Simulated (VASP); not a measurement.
# InP: single point with PBEsol

The system is InP.

```
CELL_PARAMETERS angstrom
0.00000 2.79790 2.85500
2.79790 0.00000 2.85500
2.79790 2.79790 0.00000
ATOMIC_POSITIONS crystal
In 0.00000 0.00000 0.00000
P 0.50000 0.50000 0.50000
```

This cell differs from its parent crystal: equal xx and yy strain of -2 %.

```yaml
Program: VASP 6.6.1
Task: single point
Functional: PBEsol
Potentials_or_basis: VASP PAW PBE potentials, release 64 (In_d, P)
Cutoff: 520 eV
k_mesh: 11 × 11 × 11
Occupations: fermi-dirac, width 0.03 eV
Spin: no spin polarisation
Dipole_correction: no
Further_INCAR_settings: ALGO = Normal; EDIFF = 1e-06; NBANDS = 16
```

```
Pressure               : -6.3 GPa
Band gap on the k mesh : zero (band 9 reaches 6.65 eV, above the bottom of band 10 at 4.21 eV)
```

Stress tensor (GPa, compression positive):
```
-5.73  0.00  0.00
 0.00 -5.73  0.00
 0.00  0.00 -7.57
```

Levels at points of the mesh, in eV from the Fermi level:
```
           k point  band 7  band 8  band 9  band 10  band 11  band 12
(0.00, 0.00, 0.00)   -0.27   -0.27   -0.09     0.10     6.98     7.12
```

Wall time 37 s on 1 thread of Intel(R) Xeon(R) 6975P-C (Granite Rapids), on a shared host, peak memory 0.23 GiB.

Caveat: the cell differs from its parent crystal (equal xx and yy strain of -2 %); the PAW data sets were made with another functional, which shifts forces and pressure a little; spin-orbit coupling is left out, which moves the levels of the heavy elements.
